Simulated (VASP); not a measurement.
A run of VASP 6.6.1:

File INCAR:

```
PREC = Accurate ; ENCUT = 600
EDIFF = 1E-7 ; ISMEAR = -1
SIGMA = 0.05 ; LREAL = F
LASPH = T ; NELM = 100
ALGO = Normal ; ISIF = 3
LWAVE = F ; LCHARG = F
GGA = PE ; IBRION = 2
NSW = 60 ; EDIFFG = -0.005
PSTRESS = 1500.0
```

The input KPOINTS:

```
Automatic mesh
0
Gamma
  17 17 17
```

Contents of POSCAR:

```
BN
1.0
    0.0000000000      1.6732391585      1.6732391585
    1.6732391585      0.0000000000      1.6732391585
    1.6732391585      1.6732391585      0.0000000000
B N
1 1
Direct
    0.0000000000      0.0000000000      0.0000000000
    0.2500000000      0.2500000000      0.2500000000
```

Potentials or basis: VASP PAW PBE potentials, release 64 (B, N).

The run is started by

```console
$ cat potpaw_PBE.64/B/POTCAR potpaw_PBE.64/N/POTCAR > POTCAR
$ mpirun -np 1 vasp_std > vasp.out
```

Hardware: 1 thread of AMD EPYC 7R43 64-Core Processor (Zen 3), on a shared host.

Problem. How long does it take, and how much memory?

Solution. It took 32 s on 1 thread of AMD EPYC 7R43 64-Core Processor (Zen 3), on a shared host, peak memory 0.09 GiB. Counts: scf iterations 29, k points 165, ion steps 3.
